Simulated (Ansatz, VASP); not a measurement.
**Sr in VASP and in Ansatz**

The input INCAR:

```
SYSTEM = Sr
ALGO = Normal
EDIFF = 1E-6
ENCUT = 520
GGA = PS
ISIF = 2
ISMEAR = -1
LASPH = .True.
LCHARG = .False.
LREAL = .False.
LWAVE = .False.
NBANDS = 17
NELM = 80
PREC = Accurate
SIGMA = 0.1
```

KPOINTS

```
k-points
0
Gamma
  12 12 6
  0 0 0
```

The input POSCAR:

```
Sr
1.0
    3.6274285960      0.0000000000      0.0000000000
   -1.8137142980      3.1414453145      0.0000000000
    0.0000000000      0.0000000000      5.9785575949
Sr
2
Direct
    0.3333333333      0.6666666667      0.2500000000
    0.6666666667      0.3333333333      0.7500000000
```

Input for Ansatz:

```yaml
crystal:
  lattice:
    - [3.627428596, 0.0, 0.0]
    - [-1.813714298, 3.1414453145, 0.0]
    - [0.0, 0.0, 5.9785575949]
  atoms:
    - { symbol: Sr, position: [0.3333333333, 0.6666666667, 0.25] }
    - { symbol: Sr, position: [0.6666666667, 0.3333333333, 0.75] }
kpoints:
  mp_grid: { grid: [12, 12, 6] }
scf:
  occupations: { method: fermi_dirac, width: 0.1 }
hamiltonian:
  xc: pbesol
  pseudopotentials: { kind: paw }
output:
  forces: true
  stress: true
  eigenvalues: true
  populations: true
```

Change from the starting cell: volume scaled by 0.65, PAW files.

Alike in both runs: task single point; functional PBEsol; k mesh 12 × 12 × 6; occupations fermi-dirac, width 0.1 eV; no spin polarisation.

|  | VASP | Ansatz |
| --- | --- | --- |
| version | VASP 6.6.1 | Ansatz 0.2.0 |
| potentials or method | VASP PAW PBE potentials, release 64 (Sr_sv) | PAW with Ansatz's default frozen-core files, scalar-relativistic |
| plane-wave cutoff (eV) | 520 | 420 |
| valence electrons in the cell | 20 | 20 |

```tsv
	VASP	Ansatz	Ansatz less VASP
pressure (GPa)	9.7	9.6	-0.07
traceless stress, the component that is largest in VASP (GPa)	0.11	0.12	+0.004
```

VASP's potentials were made for PBE, not for PBEsol.
